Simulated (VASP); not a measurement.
Input of a VASP 6.6.1 run:

File INCAR:

```
PREC = Accurate
ENCUT = 520
EDIFF = 1E-6
ISMEAR = 0
SIGMA = 0.05
LREAL = F
LASPH = T
NELM = 100
ALGO = Normal
ISIF = 2
LWAVE = F
LCHARG = F
GGA = PE
NBANDS = 65
NELECT = 102.0
```

The input KPOINTS:

```
Automatic mesh
0
Gamma
  4 4 4
```

File POSCAR:

```
Hf5O9
1.0
   -5.0981362878      0.0000000000      0.0000000000
   -2.5490681439      5.0981362878     -2.5490681439
   -2.5490681439     -2.5490681439     -5.0981362878
Hf O
5 9
Direct
    0.8000000000      0.8000000000      0.6000000000
    0.6000000000      0.6000000000      0.2000000000
    0.4000000000      0.4000000000      0.8000000000
    0.2000000000      0.2000000000      0.4000000000
    1.0000000000      0.0000000000      1.0000000000
    0.0500000000      0.3000000000      0.1000000000
    0.8500000000      0.1000000000      0.7000000000
    0.6500000000      0.9000000000      0.3000000000
    0.4500000000      0.7000000000      0.9000000000
    0.9500000000      0.7000000000      0.9000000000
    0.7500000000      0.5000000000      0.5000000000
    0.5500000000      0.3000000000      0.1000000000
    0.3660282235      0.1666800000      0.6666600000
    0.1500000000      0.9000000000      0.3000000000
```

Potentials or basis: VASP PAW PBE potentials, release 64 (Hf_pv, O).

Run with:

```sh
$ cat potpaw_PBE.64/Hf_pv/POTCAR potpaw_PBE.64/O/POTCAR > POTCAR
$ mpirun -np 1 vasp_std > vasp.out
```

Estimate the largest force.

5.666 eV/Å.

Forces on the atoms (eV/Å):
```
Hf   1.681  2.548 -2.219
Hf  -2.304  2.206  2.800
Hf  -3.564 -1.072 -4.272
Hf   2.298 -1.808  2.674
Hf   0.587 -0.109 -0.768
O    0.091 -0.354  0.167
O   -1.239 -0.671 -0.017
O   -0.102 -0.221  0.027
O   -0.411  1.850 -0.209
O    0.480 -0.169  1.713
O   -0.285  0.339 -0.026
O    0.244  0.412 -1.870
O    2.812 -0.852  2.405
O   -0.288 -2.100 -0.406
```

Caveat: the cell carries a net charge on a neutralising background, which shifts energy and pressure; the cell differs from its parent crystal (atoms taken out, atom 13 moved 0.167 of the way to it and -0.167 Å across, host rigid).
